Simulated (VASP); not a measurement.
# CuB6 (Fm-3m) in VASP: a series of runs, part 2 of 2

VASP 6.6.1. The steps go on from the part before.

## (5) Relaxation of cell and atoms, PBE

This run uses another cell than the first one, of 8.84 Å³/atom, 1.192 times its volume.

The input, INCAR:

```
SYSTEM = CuB6
PREC = Accurate
ENCUT = 600
EDIFF = 1E-7
ISMEAR = 0
SIGMA = 0.1
LREAL = .False.
LASPH = .True.
NELM = 100
ALGO = Normal
ISIF = 3
LWAVE = .False.
LCHARG = .False.
GGA = PE
IBRION = 2
NSW = 90
EDIFFG = -0.04
```

The input, KPOINTS:

```
Automatic mesh
0
Gamma
  6 6 6
  0 0 0
```

The input, POSCAR:

```
CuB6
1.0
    0.0000000000      3.1392681200      3.1392681200
    3.1392681200      0.0000000000      3.1392681200
    3.1392681200      3.1392681200      0.0000000000
Cu B
1 6
Direct
    0.0000000000      0.0000000000      0.0000000000
    0.5000000000      0.5000000000      0.0000000000
    0.5000000000      0.0000000000      0.5000000000
    0.0000000000      0.0000000000      0.5000000000
    0.0000000000      0.5000000000      0.0000000000
    0.0000000000      0.5000000000      0.5000000000
    0.5000000000      0.0000000000      0.0000000000
```

Potentials or basis: VASP PAW PBE potentials, release 64 (Cu, B).

On the command line:

```bash
$ cat potpaw_PBE.64/Cu/POTCAR potpaw_PBE.64/B/POTCAR > POTCAR
$ mpirun -np 1 vasp_std > vasp.out
```

OUTCAR:

```text
SYSTEM = CuB6
   PREC = Accurate
   ENCUT = 600
   EDIFF = 1E-7
   ISMEAR = 0
   LREAL = .False.
   LASPH = .True.
   NELM = 100
   ISIF = 3
   GGA = PE
   IBRION = 2
   NSW = 90
   EDIFFG = -0.04

 ion  position               nearest neighbor table
   1  0.000  0.000  0.000-   4 2.22   5 2.22   7 2.22   3 2.22   4 2.22   6 2.22   2 2.22   5 2.22
                             6 2.22   2 2.22   3 2.22   7 2.22
   2  0.500  0.500  0.000-   1 2.22   1 2.22
   3  0.500  0.000  0.500-   1 2.22   1 2.22
   4  0.000  0.000  0.500-   1 2.22   1 2.22
   5  0.000  0.500  0.000-   1 2.22   1 2.22
   6  0.000  0.500  0.500-   1 2.22   1 2.22
   7  0.500  0.000  0.000-   1 2.22   1 2.22

  LATTYP: Found a face centered cubic cell.
 ALAT       =     6.2785362400

  Lattice vectors:

 A1 = (   0.0000000000,   3.1392681200,   3.1392681200)
 A2 = (   3.1392681200,   0.0000000000,   3.1392681200)
 A3 = (   3.1392681200,   3.1392681200,   0.0000000000)

Analysis of symmetry for initial positions (statically):
=====================================================================
 Subroutine PRICEL returns:
 Original cell was already a primitive cell.

 Routine SETGRP: Setting up the symmetry group for a
[... 157 lines left out ...]
 maximum number of plane-waves:      2085
   NGX = 17   NGY = 17   NGZ = 17

--------------------------------------- Ionic step        1  -------------------------------------------

 number of electron      28.9999987 magnetization

 Free energy of the ion-electron system (eV)
  ---------------------------------------------------
  ext. energy  EPLUGINS =         0.00000000
  ---------------------------------------------------
  free energy    TOTEN  =       -34.66658495 eV

  energy without entropy =      -34.66034525  energy(sigma->0) =      -34.66346510

------------------------ aborting loop because EDIFF is reached ----------------------------------------

  FORCE on cell =-STRESS in cart. coord.  units (eV):
  Direction    XX          YY          ZZ          XY          YZ          ZX
  --------------------------------------------------------------------------------------
  -------------------------------------------------------------------------------------
  Total      -10.9644458    -10.9644458    -10.9644458     -0.0000000      0.0000000     -0.0000000
  in kB     -283.9108842   -283.9108842   -283.9108842     -0.0000000      0.0000000     -0.0000000
  external PRESSURE =    -283.9108842 kB  Pullay stress =       0.0000000 kB
[... 69 lines left out ...]
--------------------------------------- Ionic step        3  -------------------------------------------

 number of electron      28.9999993 magnetization

 Free energy of the ion-electron system (eV)
  ---------------------------------------------------
  ext. energy  EPLUGINS =         0.00000000
  ---------------------------------------------------
  free energy    TOTEN  =       -35.68087966 eV

  energy without entropy =      -35.67097064  energy(sigma->0) =      -35.67592515

 E-fermi :   8.6773     XC(G=0): -12.4382

 val. band max:        8.6223554428   @ k =   0.3333   0.3333   0.0000
 cond. band min:       8.7285695626   @ k =   0.5000   0.3333   0.1667
 fundamental gap:      0.1062141198
 Fermi energy:         8.6773230465

 k-point     1 :       0.0000    0.0000    0.0000
  band No.  band energies     occupation
      1      -7.6467      2.00000
      2      -0.0062      2.00000
      3       0.9266      2.00000
      4       0.9266      2.00000
      5       0.9266      2.00000
      6       1.9465      2.00000
[... 359 lines left out ...]
  FREE ENERGIE OF THE ION-ELECTRON SYSTEM (eV)
  ---------------------------------------------------
  free  energy   TOTEN  =       -35.6808796564 eV

  energy  without entropy=      -35.6709706429  energy(sigma->0) =      -35.67592515

 reached required accuracy - stopping structural energy minimisation
```

OSZICAR:

```text
N       E                     dE             d eps       ncg     rms          rms(c)
DAV:   1     0.173383557253E+03    0.17338E+03   -0.14445E+04   576   0.199E+03
DAV:   2    -0.174809118922E+02   -0.19086E+03   -0.18519E+03   588   0.374E+02
DAV:   3    -0.392391600553E+02   -0.21758E+02   -0.20671E+02   864   0.109E+02
[... 45 lines left out ...]
DAV:   7    -0.356808733579E+02    0.37137E-04   -0.24865E-04   898   0.593E-01    0.481E-03
DAV:   8    -0.356808786698E+02   -0.53119E-05   -0.36387E-05   638   0.502E-02    0.269E-03
DAV:   9    -0.356808794896E+02   -0.81976E-06   -0.17566E-06   820   0.464E-02    0.197E-03
DAV:  10    -0.356808796606E+02   -0.17100E-06   -0.62678E-07   624   0.321E-02    0.388E-04
DAV:  11    -0.356808796564E+02    0.42146E-08   -0.20389E-08   326   0.489E-03
   3 F= -.35680880E+02 E0= -.35675925E+02  d E =-.101429E+01
```

CONTCAR:

```text
CuB6
   1.00000000000000
    -0.0000000000000000    2.9620733342294234    2.9620733342294234
     2.9620733342294234    0.0000000000000000    2.9620733342294234
     2.9620733342294234    2.9620733342294234    0.0000000000000000
  Cu              B
     1     6
Direct
     0.0000000000000000    0.0000000000000000    0.0000000000000000
     0.5000000000000000    0.5000000000000000    0.0000000000000000
     0.5000000000000000    0.0000000000000000    0.5000000000000000
     0.0000000000000000    0.0000000000000000    0.5000000000000000
     0.0000000000000000    0.5000000000000000    0.0000000000000000
     0.0000000000000000    0.5000000000000000    0.5000000000000000
     0.5000000000000000    0.0000000000000000    0.0000000000000000

  0.00000000E+00  0.00000000E+00  0.00000000E+00
  0.00000000E+00  0.00000000E+00  0.00000000E+00
  0.00000000E+00  0.00000000E+00  0.00000000E+00
  0.00000000E+00  0.00000000E+00  0.00000000E+00
  0.00000000E+00  0.00000000E+00  0.00000000E+00
  0.00000000E+00  0.00000000E+00  0.00000000E+00
  0.00000000E+00  0.00000000E+00  0.00000000E+00
```

It took 1.9 min on 1 thread of AMD EPYC 7R43 (Zen 3), shared host; peak memory 0.18 GiB.

What came out:

```yaml
Free_energy: -35.6809 eV
Relaxed_volume: 7.43 Å³/atom
Relaxed_cell: a = 4.189 Å, b = 4.189 Å, c = 4.189 Å, α = 60.00°, β = 60.00°, γ = 60.00°
Space_group_after_relaxing_to_0.05_Å: Fm-3m (No. 225)
Energy_gained_by_relaxing: 144.9 meV/atom
Ionic_steps: 3
Pressure_after_relaxing: 0.1 GPa
```

The path:
| step | energy change (eV) | largest force (eV/Å) | pressure (GPa) | volume (Å³) |
| --- | --- | --- | --- | --- |
| 1 | 0.0000 | 0.0000 | -28.39 | 61.88 |
| 2 | -0.8654 | 0.0000 | 16.14 | 48.88 |
| 3 | -1.0143 | 0.0000 | 0.09 | 51.98 |

Final structure:
```
Cu B
1.0
     0.00000    2.96207    2.96207
     2.96207    0.00000    2.96207
     2.96207    2.96207    0.00000
Cu B
1 6
Direct
  0.00000 0.00000 0.00000
  0.50000 0.50000 0.00000
  0.50000 0.00000 0.50000
  0.00000 0.00000 0.50000
  0.00000 0.50000 0.00000
  0.00000 0.50000 0.50000
  0.50000 0.00000 0.00000
```

Caveat: the volume moved by over 15 % at a fixed basis, so the end points are rough.

## (6) Summary

```csv
task,cell,k mesh,cutoff (eV),gap on the mesh (eV),pressure (GPa),relaxed volume (Å³/atom)
single point,"a = 4.187 Å, angles 60.0°, 7 atoms",12 × 12 × 12,520,none,-0.3,-
relaxation of cell and atoms,"relaxed from a = 4.191 Å, angles 60.0°, 7 atoms",12 × 12 × 12,600,none,0.0,7.41
single point,"a = 4.191 Å, angles 60.0°, 7 atoms",6 × 6 × 6,520,none,-0.3,-
relaxation of cell and atoms,"relaxed from a = 4.440 Å, angles 60.0°, 7 atoms",6 × 6 × 6,600,none,0.1,7.43
```

Alike in all rows: level PBE; potentials or basis VASP PAW PBE potentials, release 64 (Cu, B); no spin polarisation; smearing gaussian 0.1 eV.

Caveats: the volume moved by over 15 % at a fixed basis, so the end points are rough (some runs).

Absolute energies hang on the potentials; compare differences alone.
